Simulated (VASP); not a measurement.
# TiO2 in VASP: further runs, part 3 of 3

VASP 6.6.1. The steps go on from the part before.

### Step 5. Single point, PBE (shear of c along a, cell held: -3.0 %, then relaxed in part)

The input, INCAR:

```
  PREC = Accurate
  ENCUT = 520
  EDIFF = 1E-6
  ISMEAR = 0
  SIGMA = 0.02
  LREAL = False
  LASPH = True
  NELM = 80
  ALGO = Normal
  ISIF = 2
  LWAVE = False
  LCHARG = True
  GGA = PE
  LELF = True
  LVHAR = True
  NBANDS = 60
```

The input, KPOINTS:

```
Automatic mesh
0
Gamma
  6 6 6
```

The input, POSCAR:

```
TiO2
1.0
    5.3725687869      0.0000000000      0.0000000000
    0.0000000000      5.3725608194      0.0000000000
   -2.8298213301      0.0000000000      4.8495695209
Ti O
4 8
Direct
    0.5000000000      0.3805765909      0.2500000000
    0.5000000000      0.6194234091      0.7500000000
    0.0000000000      0.8805765909      0.2500000000
    0.0000000000      0.1194234091      0.7500000000
    0.2040097489      0.8691660842      0.6625412337
    0.7959902511      0.1308339158      0.3374587663
    0.7959902511      0.8691660842      0.8374587663
    0.2040097489      0.1308339158      0.1625412337
    0.7040097489      0.3691660842      0.6625412337
    0.2959902511      0.6308339158      0.3374587663
    0.2959902511      0.3691660842      0.8374587663
    0.7040097489      0.6308339158      0.1625412337
```

Potentials or basis: VASP PAW PBE potentials, release 64 (Ti_sv, O).

Command:

```bash
> cat potpaw_PBE.64/Ti_sv/POTCAR potpaw_PBE.64/O/POTCAR > POTCAR
> mpirun -np 1 vasp_std > vasp.out
```

OUTCAR:

```text
PREC = Accurate
   ENCUT = 520
   EDIFF = 1E-6
   ISMEAR = 0
   LREAL = False
   LASPH = True
   NELM = 80
   ISIF = 2
   GGA = PE

 ion  position               nearest neighbor table
   1  0.500  0.381  0.250-   6 1.95   8 1.95  10 1.95  12 1.95  11 2.00   9 2.00
   2  0.500  0.619  0.750-   5 1.95   7 1.95   9 1.95  11 1.95  10 2.00  12 2.00
   3  0.000  0.881  0.250-  10 1.95  12 1.95   6 1.95   8 1.95   7 2.00   5 2.00
   4  0.000  0.119  0.750-   9 1.95  11 1.95   5 1.95   7 1.95   6 2.00   8 2.00
   5  0.204  0.869  0.663-   2 1.95   4 1.95   3 2.00
   6  0.796  0.131  0.337-   1 1.95   3 1.95   4 2.00
   7  0.796  0.869  0.837-   2 1.95   4 1.95   3 2.00
   8  0.204  0.131  0.163-   1 1.95   3 1.95   4 2.00
   9  0.704  0.369  0.663-   4 1.95   2 1.95   1 2.00
  10  0.296  0.631  0.337-   3 1.95   1 1.95   2 2.00
  11  0.296  0.369  0.837-   4 1.95   2 1.95   1 2.00
  12  0.704  0.631  0.163-   3 1.95   1 1.95   2 2.00

  LATTYP: Found a simple monoclinic cell.
 ALAT       =     5.3725687869
 B/A-ratio  =     0.9999985170
 C/A-ratio  =     1.0192060602
 COS(beta)  =    -0.4643647518

  Lattice vectors:

 A1 = (   5.3725687869,   0.0000000000,   0.0000000000)
 A2 = (   0.0000000000,  -5.3725608194,   0.0000000000)
 A3 = (  -2.5427474568,   0.0000000000,  -4.8495695209)

Analysis of symmetry for initial positions (statically):
=====================================================================
 Subroutine PRICEL returns following result:

  LATTYP: Found a base centered monoclinic cell.
 ALAT       =     5.3725687869
 B/A-ratio  =     0.9999985170
 C/A-ratio  =     1.0192060602
 COS(beta)  =    -0.4643647518

  Lattice vectors:

 A1 = (  -2.6862843934,   2.6862804097,   0.0000000000)
 A2 = (  -2.6862843934,  -2.6862804097,   0.0000000000)
 A3 = (   2.5427474568,   0.0000000000,   4.8495695209)

[... 173 lines left out ...]
   AEXX    =    0.0000 exact exchange contribution
   IVDW    =     0    specifies the selected vdW correction
   LEPSILON=     F    determine dielectric tensor
   LRPA    =     F    only Hartree local field effects (RPA)
 non-spin polarized calculation
 Gauss-broadening in eV      SIGMA  =   0.02
  energy-cutoff  :      520.00
  volume of cell :      139.98
 maximum number of plane-waves:      3790
   NGX = 19   NGY = 19   NGZ = 21

 number of electron      96.0000028 magnetization

 Free energy of the ion-electron system (eV)
  ---------------------------------------------------
  ext. energy  EPLUGINS =         0.00000000
  ---------------------------------------------------
  free energy    TOTEN  =      -107.71147475 eV

  energy without entropy =     -107.71147475  energy(sigma->0) =     -107.71147475

 E-fermi :   3.4044     XC(G=0): -10.5931

 val. band max:        3.1555977281   @ k =   0.0000   0.1667   0.0000
 cond. band min:       5.2639741836   @ k =   0.0000   0.0000   0.0000
 fundamental gap:      2.1083764554
 Fermi energy:         3.4044046013

 k-point     1 :       0.0000    0.0000    0.0000
  band No.  band energies     occupation
      1     -53.3119      2.00000
      2     -53.2828      2.00000
      3     -53.2818      2.00000
      4     -53.2611      2.00000
      5     -29.7399      2.00000
      6     -29.7014      2.00000
[... 1501 lines left out ...]
     59       7.6856      0.00000
     60       7.7350      0.00000

 [... further k-points ...]

------------------------ aborting loop because EDIFF is reached ----------------------------------------

  FORCE on cell =-STRESS in cart. coord.  units (eV):
  Direction    XX          YY          ZZ          XY          YZ          ZX
  --------------------------------------------------------------------------------------
  -------------------------------------------------------------------------------------
  Total        0.4448520      0.4976669      0.6594706      0.0000000      0.0000000      1.2380229
  in kB        5.0916625      5.6961683      7.5481319      0.0000000      0.0000000     14.1700945
  external PRESSURE =       6.1119876 kB  Pullay stress =       0.0000000 kB

 VOLUME and BASIS-vectors are now :
 -----------------------------------------------------------------------------
  energy-cutoff  :      520.00
  volume of cell :      139.98
      direct lattice vectors                 reciprocal lattice vectors
     5.372568787  0.000000000  0.000000000     0.186130702  0.000000000  0.108611007
     0.000000000  5.372560819  0.000000000     0.000000000  0.186130978  0.000000000
    -2.829821330  0.000000000  4.849569521     0.000000000  0.000000000  0.206203869

 POSITION                                       TOTAL-FORCE (eV/Angst)
 -----------------------------------------------------------------------------------
      1.97883      2.04467      1.21239        -0.000000      0.010953      0.000000
      0.56392      3.32789      3.63718        -0.000000     -0.010953      0.000000
     -0.70746      4.73095      1.21239        -0.000000      0.010953      0.000000
     -2.12237      0.64161      3.63718        -0.000000     -0.010953     -0.000000
     -0.77882      4.66965      3.21304        -0.003688      0.002719      0.018265
      3.32156      0.70291      1.63653         0.003688     -0.002719     -0.018265
      1.90665      4.66965      4.06131         0.003688      0.002719     -0.018265
      0.63609      0.70291      0.78826        -0.003688     -0.002719      0.018265
      1.90747      1.98337      3.21304        -0.003688      0.002719      0.018265
      0.63528      3.38919      1.63653         0.003688     -0.002719     -0.018265
     -0.77963      1.98337      4.06131         0.003688      0.002719     -0.018265
      3.32238      3.38919      0.78826        -0.003688     -0.002719      0.018265
 -----------------------------------------------------------------------------------
    total drift:                               -0.000000     -0.000000      0.000000

  FREE ENERGIE OF THE ION-ELECTRON SYSTEM (eV)
  ---------------------------------------------------
  free  energy   TOTEN  =      -107.7114747530 eV

  energy  without entropy=     -107.7114747530  energy(sigma->0) =     -107.71147475
```

stdout:

```text
POSCAR found type information on POSCAR TiO
 POSCAR found :  2 types and      12 ions
 scaLAPACK will be used
 LDA part: xc-table for (Slater+PW92), standard interpolation
 POSCAR, INCAR and KPOINTS ok, starting setup
 FFT: planning ... GRIDC
 FFT: planning ... GRID_SOFT
 FFT: planning ... GRID
 WAVECAR not read
 entering main loop
```

It took 6 min on 1 thread of Intel Xeon 6975P-C (Granite Rapids), shared host; peak memory 0.55 GiB.

Results:

```
Free energy            : -107.7115 eV
Pressure               : 0.6 GPa
Largest force          : 0.019 eV/Å
Band gap on the k mesh : 2.11 eV
```

Forces in eV/Å, atoms in the order of the input:
```
Ti   0.000  0.011  0.000
Ti   0.000 -0.011  0.000
Ti   0.000  0.011  0.000
Ti   0.000 -0.011  0.000
O   -0.004  0.003  0.018
O    0.004 -0.003 -0.018
O    0.004  0.003 -0.018
O   -0.004 -0.003  0.018
O   -0.004  0.003  0.018
O    0.004 -0.003 -0.018
O    0.004  0.003 -0.018
O   -0.004 -0.003  0.018
```

Stress tensor (GPa, compression positive):
```
0.51 0.00 1.42
0.00 0.57 0.00
1.42 0.00 0.75
```

Caveat: the cell differs from its parent crystal (shear of c along a, cell held: -3.0 %, then relaxed in part).

### Step 6. Single point, PBE (strain along c alone, the other axes held: -2.0 %, then relaxed in part)

The input, INCAR:

```
PREC = Accurate ; ENCUT = 600
EDIFF = 1E-6 ; ISMEAR = 0
SIGMA = 0.02 ; LREAL = F
LASPH = T ; NELM = 120
ALGO = Normal ; ISIF = 2
LWAVE = F ; LCHARG = F
GGA = PE ; NBANDS = 60
GGA_COMPAT = F
```

KPOINTS is that of step 5.

The input, POSCAR:

```
TiO2
1.0
    5.3473683954      0.0000000000      0.0455275609
    0.0000000000      5.3725608382      0.0000000000
   -2.6306478685      0.0000000000      4.7525782476
Ti O
4 8
Direct
    0.5000000000      0.3709299017      0.2500000000
    0.5000000000      0.6290700983      0.7500000000
    0.0000000000      0.8709299017      0.2500000000
    0.0000000000      0.1290700983      0.7500000000
    0.2092612324      0.8780061366      0.6665877711
    0.7907387676      0.1219938634      0.3334122289
    0.7907387676      0.8780061366      0.8334122289
    0.2092612324      0.1219938634      0.1665877711
    0.7092612324      0.3780061366      0.6665877711
    0.2907387676      0.6219938634      0.3334122289
    0.2907387676      0.3780061366      0.8334122289
    0.7092612324      0.6219938634      0.1665877711
```

Potentials or basis: VASP PAW PBE potentials, release 64 (Ti_sv, O).

Command:

```bash
> cat potpaw_PBE.64/Ti_sv/POTCAR potpaw_PBE.64/O/POTCAR > POTCAR
> mpirun -np 1 vasp_std > vasp.out
```

Wall time 12 min (1 thread of Intel Xeon Platinum 8559C (Emerald Rapids), shared host); peak memory 0.7 GiB.

Results (log left out):

```
Free energy            : -107.6958 eV
Pressure               : 3.9 GPa
Largest force          : 0.017 eV/Å
Band gap on the k mesh : 2.08 eV
```

Forces in eV/Å, atoms in the order of the input:
```
Ti   0.000 -0.003  0.000
Ti   0.000  0.003  0.000
Ti   0.000 -0.003  0.000
Ti   0.000  0.003  0.000
O    0.002  0.002  0.017
O   -0.002 -0.002 -0.017
O   -0.002  0.002 -0.017
O    0.002 -0.002  0.017
O    0.002  0.002  0.017
O   -0.002 -0.002 -0.017
O   -0.002  0.002 -0.017
O    0.002 -0.002  0.017
```

Stress tensor (GPa, compression positive):
```
 4.11  0.00 -0.81
 0.00  3.56  0.00
-0.81  0.00  4.17
```

Levels at points of the mesh, in eV from the valence-band top:
```csv
k point,band 44,band 45,band 46,band 47,band 48,band 49,band 50,band 51,band 52,band 53
"(0.00, 0.00, 0.00)",-0.78,-0.50,-0.46,-0.05,-0.04,2.08,2.80,3.26,3.31,3.67
"(0.50, 0.00, 0.00)",-0.90,-0.73,-0.73,-0.27,-0.27,2.87,2.87,3.25,3.25,3.34
"(0.00, 0.50, 0.00)",-0.95,-0.62,-0.62,-0.24,-0.24,2.92,2.92,3.06,3.06,3.44
"(0.50, 0.50, 0.00)",-0.96,-0.87,-0.87,-0.66,-0.66,3.21,3.21,3.48,3.48,3.49
"(0.00, 0.00, 0.50)",-1.28,-0.14,-0.14,-0.05,-0.05,2.43,2.43,3.30,3.30,3.71
"(0.50, 0.00, 0.50)",-0.91,-0.77,-0.77,-0.29,-0.29,2.93,2.93,3.27,3.27,3.29
"(0.00, 0.50, 0.50)",-1.25,-0.41,-0.41,-0.41,-0.41,3.05,3.05,3.05,3.05,3.48
"(0.50, 0.50, 0.50)",-0.95,-0.87,-0.87,-0.66,-0.66,3.17,3.17,3.51,3.51,3.52
```

Caveat: the cell differs from its parent crystal (strain along c alone, the other axes held: -2.0 %, then relaxed in part); the cell stands under pressure. A k mesh can miss the band edges.

### Step 7. The runs side by side

```tsv
task	cell	k mesh	cutoff (eV)	gap on the mesh (eV)	pressure (GPa)	largest force (eV/Å)
relaxation of shape and atoms at fixed volume	relaxed from a = 3.725, b = 3.725, c = 5.291 Å, angles 110.6, 110.6, 90.0°, 6 atoms, atomic positions A	8 × 8 × 6	600	1.95	18.3	0.01
single point	a = 5.373, b = 5.373, c = 5.497 Å, angles 90.0, 118.1, 90.0°, 12 atoms, atomic positions B	6 × 6 × 6	520	2.11	0.6	0.02
single point	a = 5.373, b = 5.373, c = 5.520 Å, angles 90.0, 118.5, 90.0°, 12 atoms, atomic positions C	6 × 6 × 6	520	2.10	0.7	0.02
single point	a = 5.373, b = 5.373, c = 5.615 Å, angles 90.0, 120.3, 90.0°, 12 atoms, atomic positions D	6 × 6 × 6	520	2.11	0.6	0.02
single point	a = 5.348, b = 5.373, c = 5.432 Å, angles 90.0, 118.5, 90.0°, 12 atoms, atomic positions E	6 × 6 × 6	600	2.08	3.9	0.02
```

Alike in all rows: level PBE; potentials or basis VASP PAW PBE potentials, release 64 (Ti_sv, O); no spin polarisation; smearing gaussian 0.02 eV.

Caveats: the cell stands under pressure (at least some runs).

Absolute energies hang on the potentials; compare differences alone.
